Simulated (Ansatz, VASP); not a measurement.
## Two plane-wave programs on ZnS

Contents of POSCAR:

```
ZnS
1.0
    1.9030712007      1.0987386700      9.3519478348
   -1.9030712007      1.0987386700      9.3519478348
    0.0000000000     -2.1974773400      9.3519478348
Zn S
3 3
Direct
    0.9999711400      0.9999711400      0.9999711400
    0.2222694100      0.2222694100      0.2222694100
    0.4446134400      0.4446134400      0.4446134400
    0.0832671700      0.0832671700      0.0832671700
    0.5278423000      0.5278423000      0.5278423000
    0.3053625400      0.3053625400      0.3053625400
```

The input INCAR.step1:

```
SYSTEM = ZnS
  PREC = Accurate
  ENCUT = 520
  ISMEAR = 0
  SIGMA = 0.1
  LREAL = .FALSE.
  LASPH = .TRUE.
  NELM = 80
  NBANDS = 36
  GGA = PE
  ALGO = Normal
  EDIFF = 1E-4
  LWAVE = .TRUE.
  LCHARG = .FALSE.
```

The input INCAR.step2:

```
SYSTEM = ZnS
  PREC = Accurate
  ENCUT = 520
  EDIFF = 1E-7
  ISMEAR = 0
  SIGMA = 0.1
  LREAL = .FALSE.
  LASPH = .TRUE.
  NELM = 80
  ALGO = Normal
  ISIF = 2
  LWAVE = .FALSE.
  LCHARG = .FALSE.
  METAGGA = R2SCAN
  LMIXTAU = .TRUE.
  NBANDS = 36
  ISTART = 1
```

The input KPOINTS:

```
regular mesh
0
G
  6 6 6
  0 0 0
```

Input for Ansatz:

```yaml
crystal:
  lattice:
    - [1.9030712007, 1.09873867, 9.3519478348]
    - [-1.9030712007, 1.09873867, 9.3519478348]
    - [0.0, -2.19747734, 9.3519478348]
  atoms:
    - { symbol: Zn, position: [0.99997114, 0.99997114, 0.99997114] }
    - { symbol: Zn, position: [0.22226941, 0.22226941, 0.22226941] }
    - { symbol: Zn, position: [0.44461344, 0.44461344, 0.44461344] }
    - { symbol: S, position: [0.08326717, 0.08326717, 0.08326717] }
    - { symbol: S, position: [0.5278423, 0.5278423, 0.5278423] }
    - { symbol: S, position: [0.30536254, 0.30536254, 0.30536254] }
basis:
  ecutwfc: 500
kpoints:
  mp_grid: { grid: [6, 6, 6] }
hamiltonian:
  xc: r2scan
scf:
  occupations: { method: gaussian, width: 0.1 }
output:
  forces: true
  stress: true
  eigenvalues: true
```

Alike in both runs: task single point; functional r2SCAN; k mesh 6 × 6 × 6; occupations gaussian, width 0.1 eV; no spin polarisation.

|  | VASP | Ansatz |
| --- | --- | --- |
| version | VASP 6.6.1 | Ansatz 0.2.0 |
| potentials or method | VASP PAW PBE potentials, release 64 (Zn, S), cutoff 520 eV | scalar-relativistic, plane waves, PAW |
| valence electrons in the cell | 54 | 54 |

|  | VASP | Ansatz | Ansatz less VASP |
| --- | --- | --- | --- |
| gap on the k mesh at the Fermi level (eV) | 2.77 | 2.76 | -0.010 |
| least direct gap on the mesh (eV) | 2.77 | 2.76 | -0.010 |
| pressure (GPa) | 0.1 | 0.1 | -0.04 |
| rms of the force components (eV/Å) | 0.004 | 0.003 | -0.0009 |

VASP's potentials were made for PBE, not for r2SCAN. Atom by atom the forces differ by 0.002 eV/Å (rms over components). With one functional, cell and mesh, what is left measures potentials, basis and numerics.
